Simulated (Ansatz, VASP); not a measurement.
**KF: VASP beside Ansatz**

```
K F
1.0
     0.00000    2.67185    2.67185
     2.67185    0.00000    2.67185
     2.67185    2.67185    0.00000
K F
1 1
Direct
  0.00000 0.00000 0.00000
  0.50000 0.50000 0.50000
```

Alike in both runs: task single point; functional RPBE; k mesh 9 × 9 × 9; occupations gaussian, width 0.02 eV; no spin polarisation.

```csv
,VASP,Ansatz
version,VASP 6.6.1,Ansatz 0.2.0
potentials or method,"VASP PAW PBE potentials, release 64 (K_sv, F), cutoff 520 eV","all-electron LAPW, scalar-relativistic"
```

```csv
,VASP,Ansatz,Ansatz less VASP
gap on the k mesh at the Fermi level (eV),6.50,6.51,+0.007
least direct gap on the mesh (eV),6.50,6.51,+0.007
pressure (GPa),4.1,4.1,-0.05
```

VASP's potentials were made for PBE, not for RPBE. Ansatz ran all-electron here, and VASP with PAW potentials.
